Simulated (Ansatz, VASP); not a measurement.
## Two plane-wave programs on ZnCd2Se3

The input INCAR:

```
  PREC = Accurate
  ENCUT = 600
  EDIFF = 1E-6
  ISMEAR = 0
  SIGMA = 0.02
  LREAL = F
  LASPH = T
  NELM = 60
  ALGO = Normal
  ISIF = 3
  LWAVE = F
  LCHARG = F
  GGA = PE
  IBRION = 2
  NSW = 100
  EDIFFG = -0.01
```

KPOINTS

```
Automatic mesh
0
Gamma
  12 12 4
```

The input POSCAR:

```
ZnCd2Se3
1.0
    4.2647078000      0.0000000000      0.0000000000
   -2.1323539000      3.6933453000      0.0000000000
    0.0000000000      0.0000000000     10.5205651000
Zn Cd Se
1 2 3
Direct
    0.0000000000      0.0000000000      0.6674030000
    0.3333333000      0.6666667000      0.9907320000
    0.6666667000      0.3333333000      0.3386090000
    0.3333333000      0.6666667000      0.7363560000
    0.0000000000      0.0000000000      0.4317990000
    0.6666667000      0.3333333000      0.0851020000
```

Input for Ansatz:

```yaml
crystal:
  lattice:
    - [4.2647078, 0.0, 0.0]
    - [-2.1323539, 3.6933453, 0.0]
    - [0.0, 0.0, 10.5205651]
  atoms:
    - { symbol: Zn, position: [0.0, 0.0, 0.667403] }
    - { symbol: Cd, position: [0.3333333, 0.6666667, 0.990732] }
    - { symbol: Cd, position: [0.6666667, 0.3333333, 0.338609] }
    - { symbol: Se, position: [0.3333333, 0.6666667, 0.736356] }
    - { symbol: Se, position: [0.0, 0.0, 0.431799] }
    - { symbol: Se, position: [0.6666667, 0.3333333, 0.085102] }
basis:
  ecutwfc: 420
kpoints:
  mp_grid: { grid: [12, 12, 4] }
hamiltonian:
  xc: pbe
scf:
  occupations: { method: gaussian, width: 0.02 }
output:
  forces: true
  stress: true
  eigenvalues: true
relax:
  adjacent_minimum: "off"
  f_tol: 0.01
  max_steps: 80
  cell: { stress_tol: 0.05 }
```

Alike in both runs: task relaxation of cell and atoms; functional PBE; k mesh 12 × 12 × 4; occupations gaussian, width 0.02 eV; no spin polarisation.

|  | VASP | Ansatz |
| --- | --- | --- |
| version | VASP 6.6.1 | Ansatz 0.2.0 |
| potentials or method | VASP PAW PBE potentials, release 64 (Zn, Cd, Se), cutoff 600 eV | scalar-relativistic, plane waves, PAW |
| valence electrons in the cell | 54 | 100 |

```csv
,VASP,Ansatz,Ansatz less VASP
"gap on the k mesh at the Fermi level, each at its own relaxed structure (eV)",0.53,0.55,+0.015
relaxed volume (Å³/atom),27.77,27.62,-0.148
relaxed cell length with the largest relative difference (Å),4.272,4.265,-0.0076
```

VASP's potentials hold 54 valence electrons a cell and Ansatz's 100, so a difference there can come from the potentials and not from the codes.
